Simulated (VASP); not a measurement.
CdS (Hawleyite), 2 atoms in the cell. The structure is cubic, space group F-43m (No. 216). The conventional cell has a = 5.833 Å, b = 5.833 Å, c = 5.833 Å, α = 90.00°, β = 90.00°, γ = 90.00°. Cd (site symmetry -43m) has 4 S at 2.53 Å within 3.3 Å. Within 3.3 Å of S (site symmetry -43m) lie 4 Cd at 2.53 Å. 

- Program: VASP 6.6.1
- Task: density of states
- Functional: LDA
- Potentials or basis: VASP PAW LDA potentials, release 64 (Cd, S)
- Cutoff: 520 eV
- k mesh: 5 × 5 × 5
- Occupations: fermi-dirac, width 0.05 eV
- Spin: no spin polarisation
- Dipole correction: no
- k mesh for the DOS: 8 × 8 × 8
- Occupations for the DOS: tetrahedron
- Further INCAR settings: ALGO = Normal; EDIFF = 1e-06

Potentials or basis: VASP PAW LDA potentials, release 64 (Cd, S).

Run with:

```sh
$ cat potpaw_LDA.64/Cd/POTCAR potpaw_LDA.64/S/POTCAR > POTCAR
$ cp INCAR.step1 INCAR
$ cp KPOINTS.step1 KPOINTS
$ mpirun -np 1 vasp_std > vasp.out
$ cp INCAR.step2 INCAR
$ cp KPOINTS.step2 KPOINTS
$ mpirun -np 1 vasp_std > vasp.out
```

Hardware: 1 thread of Intel(R) Xeon(R) Platinum 8259CL CPU @ 2.50GHz (Skylake/Cascade Lake), on a shared host.

Estimate the wall time of this run.

Run time: 13 s on 1 thread of Intel(R) Xeon(R) Platinum 8259CL CPU @ 2.50GHz (Skylake/Cascade Lake), with other jobs on the host, peak memory 0.15 GiB. Counts: k points 29.
